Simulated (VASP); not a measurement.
# ZrSi2 in VASP: a series of runs

ZrSi2 is run at these levels: PBE; tasks: single point.

All numbers are computed with VASP 6.6.1; they aren't measurements. Logs are shortened: lines on timing, memory, paths and dates and some standing lists are left out, and cuts for length are marked.

### Step 1. The cell of the first run

It takes space group Cm (No. 8, monoclinic). The conventional cell has a = 9.742 Å, b = 3.288 Å, c = 3.288 Å, α = 90.00°, β = 109.72°, γ = 90.00°. Zr (site symmetry m) has 10 Si at 2.84 to 2.97 Å and 4 Zr at 3.29 Å within 3.7 Å. Within 3.3 Å of Si (site symmetry m) lie 8 Si at 2.50 to 3.29 Å and 5 Zr at 2.84 to 2.97 Å. Within 3.3 Å of Si (site symmetry m) lie 8 Si at 2.50 to 3.29 Å and 5 Zr at 2.84 to 2.91 Å.

### Step 2. Single point, PBE (atom 2 (Si) moved 0.12 Å along y)

The input, INCAR:

```
PREC = Accurate ; ENCUT = 520
EDIFF = 1E-7 ; ISMEAR = 0
SIGMA = 0.05 ; LREAL = False
LASPH = True ; NELM = 100
ALGO = Fast ; ISIF = 2
LWAVE = False ; LCHARG = True
GGA = PE ; LELF = True
LVHAR = True ; NBANDS = 17
```

The input, KPOINTS:

```
Automatic mesh
0
Gamma
  14 14 14
```

The input, POSCAR:

```
ZrSi2
1.0
   -1.6438588907      1.6438588907      4.5852081499
    1.6438588907     -1.6438588907      4.5852081499
    1.6438588907      1.6438588907     -4.5852081499
Zr Si
1 2
Direct
    0.0000000000      0.0000000000      0.0000000000
    0.3465422263      0.3100427431      0.0364994832
    0.6899572569      0.6899572569      0.0000000000
```

Potentials or basis: VASP PAW PBE potentials, release 64 (Zr_sv, Si).

Started as:

```sh
> cat potpaw_PBE.64/Zr_sv/POTCAR potpaw_PBE.64/Si/POTCAR > POTCAR
> mpirun -np 1 vasp_std > vasp.out
```

OUTCAR:

```text
PREC = Accurate
   ENCUT = 520
   EDIFF = 1E-7
   ISMEAR = 0
   LREAL = False
   LASPH = True
   NELM = 100
   ISIF = 2
   GGA = PE

 ion  position               nearest neighbor table
   1  0.000  0.000  0.000-   2 2.84   2 2.84   3 2.84   2 2.85   3 2.91   3 2.91   3 2.91   3 2.91
                             2 2.97   2 2.97
   2  0.347  0.310  0.036-   3 2.50   3 2.50   3 2.65   3 2.65   1 2.84   1 2.84   1 2.85   1 2.97
                             1 2.97
   3  0.690  0.690  0.000-   2 2.50   2 2.50   2 2.65   2 2.65   1 2.84   1 2.91   1 2.91   1 2.91
                             1 2.91

  LATTYP: Found a body centered tetragonal cell.
 ALAT       =     3.2877177814
 C/A-ratio  =     2.7892954656

  Lattice vectors:

 A1 = (  -1.6438588907,   1.6438588907,   4.5852081499)
 A2 = (   1.6438588907,  -1.6438588907,   4.5852081499)
 A3 = (   1.6438588907,   1.6438588907,  -4.5852081499)

Analysis of symmetry for initial positions (statically):
=====================================================================
 Subroutine PRICEL returns:
 Original cell was already a primitive cell.

 Routine SETGRP: Setting up the symmetry group for a
 body centered tetragonal supercell.

 Subroutine GETGRP returns: Found  2 space group operations
 (whereof  2 operations were pure point group operations)
 out of a pool of 16 trial point group operations.

The static configuration has the point symmetry C_1h.

Analysis of symmetry for dynamics (positions and initial velocities):
=====================================================================
 Subroutine PRICEL returns:
 Original cell was already a primitive cell.

 Routine SETGRP: Setting up the symmetry group for a
 body centered tetragonal supercell.

 Subroutine GETGRP returns: Found  2 space group operations
 (whereof  2 operations were pure point group operations)
 out of a pool of 16 trial point group operations.

The dynamic configuration has the point symmetry C_1h.

 Subroutine INISYM returns: Found  2 space group operations
 (whereof  2 operations are pure point group operations),
 and found     1 'primitive' translations

----------------------------------------------------------------------------------------

                                     Primitive cell

  volume of cell :      49.5619

  direct lattice vectors                    reciprocal lattice vectors
    -1.643858891  1.643858891  4.585208150     0.000000000  0.304162360  0.109046304
     1.643858891 -1.643858891  4.585208150     0.304162360  0.000000000  0.109046304
     1.643858891  1.643858891 -4.585208150     0.304162360  0.304162360  0.000000000

  length of vectors
     5.140882987  5.140882987  5.140882987     0.323118922  0.323118922  0.430150535

  position of ions in fractional coordinates (direct lattice)
     0.000000000  0.000000000  0.000000000
     0.346542226  0.310042743  0.036499483
     0.689957257  0.689957257  0.000000000

  ion indices of the primitive-cell ions
   primitive index   ion index
                 1           1
                 2           2
                 3           3

----------------------------------------------------------------------------------------

 KPOINTS: Automatic mesh

Automatic generation of k-mesh.
 Grid dimensions read from file:
 generate k-points for:   14   14   14

 Generating k-lattice:

  Cartesian coordinates                     Fractional coordinates (reciprocal lattice)
     0.000000000  0.021725883  0.007789022     0.071428571  0.000000000  0.000000000
     0.021725883  0.000000000  0.007789022     0.000000000  0.071428571  0.000000000
     0.021725883  0.021725883  0.000000000     0.000000000  0.000000000  0.071428571

  Length of vectors
     0.023079923  0.023079923  0.030725038

  Shift w.r.t. Gamma in fractional coordinates (k-lattice)
     0.000000000  0.000000000  0.000000000

 Subroutine IBZKPT returns following result:
 ===========================================

 Found    744 irreducible k-points:

 Following reciprocal coordinates:
            Coordinates               Weight
  0.000000  0.000000  0.000000      1.000000
  0.071429  0.000000  0.000000      2.000000
  0.000000  0.071429  0.000000      4.000000
  0.000000  0.071429 -0.071429      2.000000
  0.142857  0.000000  0.000000      2.000000
  0.000000  0.142857  0.000000      4.000000
[... 16 lines left out ...]
  0.071429  0.071429  0.000000      4.000000
  0.000000  0.142857 -0.071429      4.000000
 [... further k-points ...]
   k-points           NKPTS =    744   k-points in BZ     NKDIM =    744   number of bands    NBANDS=     17
   number of dos      NEDOS =    301   number of ions     NIONS =      3
   total plane-waves  NPLWV =  64000
   dimension x,y,z NGX =    40 NGY =   40 NGZ =   40
   dimension x,y,z NGXF=    80 NGYF=   80 NGZF=   80
   ions per type =               1   2
   NGX,Y,Z   is equivalent  to a cutoff of  12.94, 12.94, 12.94 a.u.
   NGXF,Y,Z  is equivalent  to a cutoff of  25.87, 25.87, 25.87 a.u.
 SYSTEM =  unknown system
   PREC   = accura    normal or accurate (medium, high low for compatibility)
   ISTART =      0    job   : 0-new  1-cont  2-samecut
   ICHARG =      2    charge: 1-file 2-atom 10-const
   ISPIN  =      1    spin polarized calculation?
   LNONCOLLINEAR =      F non collinear calculations
   LSORBIT =      F    spin-orbit coupling
   LASPH  =      T    aspherical Exc in radial PAW
   ENCUT  =  520.0 eV  38.22 Ry    6.18 a.u.   9.56  9.56  9.56*2*pi/ulx,y,z
   NELM   =    100;   NELMIN=  2; NELMDL= -5     # of ELM steps
   EDIFF  = 0.1E-06   stopping-criterion for ELM
   LREAL  =      F    real-space projection
   EDIFFG = 0.1E-05   stopping-criterion for IOM
   NSW    =      0    number of steps for IOM
   IBRION =     -1    ionic relax: 0-MD 1-quasi-New 2-CG
   NFREE  =      0    steps in history (QN), initial steepest desc. (CG)
   ISIF   =      2    stress and relaxation
   ISYM   =      2    0-nonsym 1-usesym 2-fastsym
   POTIM  = 0.5000    time-step for ionic-motion
   TEBEG  =    0.0;   TEEND  =   0.0 temperature during run
   PSTRESS=    0.0 pullay stress
   NELECT =      20.0000    total number of electrons
   NUPDOWN=      -1.0000    fix difference up-down
   EMIN   =  10.00;   EMAX   =-10.00  energy-range for DOS
   EFERMI =   0.00;   METHOD = LEGACY
   ISMEAR =     0;   SIGMA  =   0.05  broadening in eV -4-tet -1-fermi 0-gaus
   EFERMI_NEDOS =   21; number of points for ismear=-14 and -15
   IALGO  =     68    algorithm
   IMIX   =      4    mixing-type and parameters
     AMIX     =   0.40;   BMIX     =  1.00
     AMIX_MAG =   1.60;   BMIX_MAG =  1.00
  volume/ion in A,a.u.               =      16.52       111.49
  Fermi-wavevector in a.u.,A,eV,Ry     =   1.209768  2.286130 19.912655  1.463539
  Thomas-Fermi vector in A             =   2.345335
   LORBIT       =      0    0 simple, 1 ext, 2 COOP (PROOUT), +10 PAW based schemes
   GGA     = PE    functional components
   LHFCALC =     F    Hartree Fock is set to
   AEXX    =    0.0000 exact exchange contribution
   IVDW    =     0    specifies the selected vdW correction
   LEPSILON=     F    determine dielectric tensor
   LRPA    =     F    only Hartree local field effects (RPA)
 non-spin polarized calculation
 RMM-DIIS sequential band-by-band and
 Gauss-broadening in eV      SIGMA  =   0.05
  energy-cutoff  :      520.00
  volume of cell :       49.56
 maximum number of plane-waves:      1356
 NGX is ok and might be reduce to    40
   NGX = 19   NGY = 19   NGZ = 19

 number of electron      20.0000000 magnetization

 Free energy of the ion-electron system (eV)
  ---------------------------------------------------
  ext. energy  EPLUGINS =         0.00000000
  ---------------------------------------------------
  free energy    TOTEN  =       -20.51261150 eV

  energy without entropy =      -20.50960360  energy(sigma->0) =      -20.51110755

 E-fermi :   9.8002     XC(G=0): -11.3686

 val. band max:        9.7988518650   @ k =  -0.3571   0.2143   0.0714
 cond. band min:       9.8002744795   @ k =  -0.2857   0.2857  -0.3571
 fundamental gap:      0.0014226146
 Fermi energy:         9.8001600390

 k-point     1 :       0.0000    0.0000    0.0000
  band No.  band energies     occupation
      1     -38.5887      2.00000
      2     -16.7318      2.00000
      3     -16.4615      2.00000
      4     -16.4577      2.00000
      5      -2.3572      2.00000
      6       5.5556      2.00000
[... 9 lines left out ...]
     16      15.0886      0.00000
     17      15.1843      0.00000

 k-point     2 :       0.0714    0.0000    0.0000
  band No.  band energies     occupation
      1     -38.5869      2.00000
      2     -16.7294      2.00000
      3     -16.4844      2.00000
      4     -16.4556      2.00000
      5      -2.2755      2.00000
      6       5.2499      2.00000
[... 9 lines left out ...]
     16      14.8403      0.00000
     17      15.3267      0.00000

 k-point     3 :       0.0000    0.0714    0.0000
  band No.  band energies     occupation
      1     -38.5869      2.00000
      2     -16.7294      2.00000
      3     -16.4806      2.00000
      4     -16.4594      2.00000
      5      -2.2760      2.00000
      6       5.2321      2.00000
[... 9 lines left out ...]
     16      14.9439      0.00000
     17      15.3568      0.00000

 k-point     4 :       0.0000    0.0714   -0.0714
  band No.  band energies     occupation
      1     -38.5869      2.00000
      2     -16.7293      2.00000
      3     -16.4844      2.00000
      4     -16.4556      2.00000
      5      -2.2771      2.00000
      6       5.2159      2.00000
[... 9 lines left out ...]
     16      14.8863      0.00000
     17      15.5602      0.00000
[... 343 lines left out ...]
      1     -38.5522      2.00000
      2     -16.9065      2.00000
      3     -16.6810      2.00000
      4     -16.4164      2.00000
      5       0.6238      2.00000
      6       1.6179      2.00000
[... 9 lines left out ...]
     16      15.2089      0.00000
     17      15.3329      0.00000

 k-point    23 :       0.0714    0.0714    0.0000
  band No.  band energies     occupation
      1     -38.5851      2.00000
      2     -16.7276      2.00000
      3     -16.4831      2.00000
      4     -16.4778      2.00000
      5      -2.1779      2.00000
      6       4.9410      2.00000
[... 9 lines left out ...]
     16      15.0170      0.00000
     17      15.7727      0.00000

 k-point    24 :       0.0000    0.1429   -0.0714
  band No.  band energies     occupation
      1     -38.5851      2.00000
      2     -16.7275      2.00000
      3     -16.4830      2.00000
      4     -16.4778      2.00000
      5      -2.1808      2.00000
      6       4.9126      2.00000
[... 9 lines left out ...]
     16      14.9092      0.00000
     17      15.7651      0.00000

 [... further k-points ...]

------------------------ aborting loop because EDIFF is reached ----------------------------------------

  FORCE on cell =-STRESS in cart. coord.  units (eV):
  Direction    XX          YY          ZZ          XY          YZ          ZX
  --------------------------------------------------------------------------------------
  -------------------------------------------------------------------------------------
  Total        0.3569544     -0.0892011      0.1587489      0.0000000     -0.1397719      0.0000000
  in kB       11.5391876     -2.8835843      5.1318409      0.0000000     -4.5183771      0.0000000
  external PRESSURE =       4.5958147 kB  Pullay stress =       0.0000000 kB

 VOLUME and BASIS-vectors are now :
 -----------------------------------------------------------------------------
  energy-cutoff  :      520.00
  volume of cell :       49.56
      direct lattice vectors                 reciprocal lattice vectors
    -1.643858891  1.643858891  4.585208150     0.000000000  0.304162360  0.109046304
     1.643858891 -1.643858891  4.585208150     0.304162360  0.000000000  0.109046304
     1.643858891  1.643858891 -4.585208150     0.304162360  0.304162360  0.000000000

 POSITION                                       TOTAL-FORCE (eV/Angst)
 -----------------------------------------------------------------------------------
      0.00000      0.00000      0.00000         0.000000      0.198665      0.043726
     -0.00000      0.12000      2.84322        -0.000000     -0.451846      0.040582
      0.00000      0.00000      6.32720         0.000000      0.253181     -0.084308
 -----------------------------------------------------------------------------------
    total drift:                                0.000000     -0.000177     -0.000016

  FREE ENERGIE OF THE ION-ELECTRON SYSTEM (eV)
  ---------------------------------------------------
  free  energy   TOTEN  =       -20.5126115001 eV

  energy  without entropy=      -20.5096036012  energy(sigma->0) =      -20.51110755
```

It took 23 min on 1 thread of Oxide Virtual Turin-like, shared host; peak memory 0.69 GiB.

Results:

- Free energy: -20.5126 eV
- Pressure: 0.5 GPa
- Largest force: 0.454 eV/Å
- Band gap on the k mesh: zero (bands 10 and 11 overlap by 1.49 eV)

Forces on the atoms (eV/Å):
```
Zr   0.000  0.199  0.044
Si   0.000 -0.452  0.041
Si   0.000  0.253 -0.084
```

Caveat: the cell differs from its parent crystal (atom 2 (Si) moved 0.12 Å along y).

### Step 3. Single point, PBE

The input, INCAR:

```
ALGO = Fast
EDIFF = 1E-7
ENCUT = 520
GGA = PE
ISIF = 2
ISMEAR = 0
LASPH = T
LCHARG = F
LREAL = F
LWAVE = F
NBANDS = 17
NELM = 60
PREC = Accurate
SIGMA = 0.05
```

The input, KPOINTS:

```
k-points
0
Gamma
  14 14 14
```

The input, POSCAR:

```
ZrSi2
1.0
   -1.6438588907      1.7126370129      4.6098660333
    1.6438588907     -1.5750807685      4.5605502665
    1.6438588907      1.5750807685     -4.5605502665
Zr Si
1 2
Direct
    0.0000000000      0.0000000000      0.0000000000
    0.3100427431      0.3100427431      0.0000000000
    0.6899572569      0.6899572569      0.0000000000
```

Potentials or basis: VASP PAW PBE potentials, release 64 (Zr_sv, Si).

Started as:

```sh
> cat potpaw_PBE.64/Zr_sv/POTCAR potpaw_PBE.64/Si/POTCAR > POTCAR
> mpirun -np 1 vasp_std > vasp.out
```

Wall time 24 min (1 thread of Oxide Virtual Turin-like, shared host); peak memory 0.7 GiB.

The run converged. Its results:

| Property | Result |
| --- | --- |
| Free energy | -20.5261 eV |
| Pressure | 0.1 GPa |
| Largest force | 0.041 eV/Å |
| Band gap on the k mesh | zero (bands 10 and 11 overlap by 1.48 eV) |

Forces in eV/Å, atoms in the order of the input:
```
Zr   0.000  0.000  0.000
Si   0.000 -0.041 -0.007
Si   0.000  0.041  0.007
```

Stress tensor (GPa, compression positive):
```
 0.25  0.00  0.00
 0.00  0.03 -3.17
 0.00 -3.17  0.16
```

Levels at points of the mesh, in eV from the Fermi level:
| k point | band 6 | band 7 | band 8 | band 9 | band 10 | band 11 | band 12 | band 13 | band 14 | band 15 |
| --- | --- | --- | --- | --- | --- | --- | --- | --- | --- | --- |
| (0.00, 0.00, 0.00) | -4.25 | -4.23 | -1.26 | -1.21 | -0.85 | 2.51 | 3.21 | 3.69 | 4.58 | 5.23 |
| (0.50, 0.00, 0.00) | -8.58 | -3.63 | -2.92 | -1.04 | 0.28 | 1.97 | 2.71 | 3.79 | 4.16 | 4.85 |
| (0.00, 0.50, 0.00) | -8.47 | -3.65 | -3.06 | -0.96 | 0.28 | 1.98 | 2.81 | 3.93 | 4.06 | 5.01 |
| (0.50, 0.50, 0.00) | -5.67 | -5.46 | -4.93 | -3.24 | -1.62 | 0.65 | 1.26 | 3.20 | 3.70 | 5.42 |
| (0.00, 0.50, 0.50) | -8.35 | -3.67 | -3.20 | -0.86 | 0.26 | 2.02 | 2.92 | 3.73 | 4.32 | 5.10 |
| (0.50, 0.50, 0.50) | -7.59 | -1.30 | -1.14 | -0.16 | -0.15 | 1.56 | 1.59 | 2.20 | 3.79 | 3.98 |
